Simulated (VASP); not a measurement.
Here is a VASP 6.6.1 calculation.

INCAR

```
PREC = Accurate
ENCUT = 500
EDIFF = 1E-7
ISMEAR = 0
SIGMA = 0.1
LREAL = F
LASPH = T
NELM = 120
ALGO = Normal
ISIF = 3
LWAVE = F
LCHARG = F
GGA = PE
IVDW = 12
IBRION = 2
NSW = 100
EDIFFG = -0.002
GGA_COMPAT = F
NELMIN = 4
```

File KPOINTS:

```
regular mesh
0
Gamma
  20 20 20
```

The input POSCAR:

```
Rh
1.0
   -1.5110298079      1.5110298079      1.5110298079
    1.5110298079     -1.5110298079      1.5110298079
    1.5110298079      1.5110298079     -1.5110298079
Rh
1
Direct
    0.0000000000      0.0000000000      0.0000000000
```

Potentials or basis: VASP PAW PBE potentials, release 64 (Rh_pv).

The run is started by

```bash
$ cat potpaw_PBE.64/Rh_pv/POTCAR > POTCAR
$ mpirun -np 1 vasp_std > vasp.out
```

Q: What does it give for the relaxed volume?

A: 14.04 Å³/atom.

Q: Estimate the relaxed cell.

A: a = 2.632 Å, b = 2.632 Å, c = 2.632 Å, α = 109.47°, β = 109.47°, γ = 109.47°.

The path:
```tsv
step	energy change (eV)	largest force (eV/Å)	pressure (GPa)	volume (Å³)
1	0.0000	0.0000	4.68	13.80
2	0.0140	0.0000	-9.31	14.62
3	-0.0035	0.0000	-0.05	14.05
4	-0.0035	0.0000	0.04	14.04
5	-0.0035	0.0000	0.04	14.04
6	-0.0035	0.0000	0.03	14.04
7	-0.0035	0.0000	0.03	14.04
8	-0.0035	0.0000	0.03	14.04
9	-0.0035	0.0000	0.03	14.04
10	-0.0035	0.0000	0.03	14.04
11	-0.0035	0.0000	0.03	14.04
12	-0.0035	0.0000	0.03	14.04
13	-0.0035	0.0000	0.03	14.04
14	-0.0035	0.0000	0.03	14.04
15	-0.0035	0.0000	0.02	14.04
```

Caveat: pairwise dispersion overbinds metals, which lowers pressure and volume.
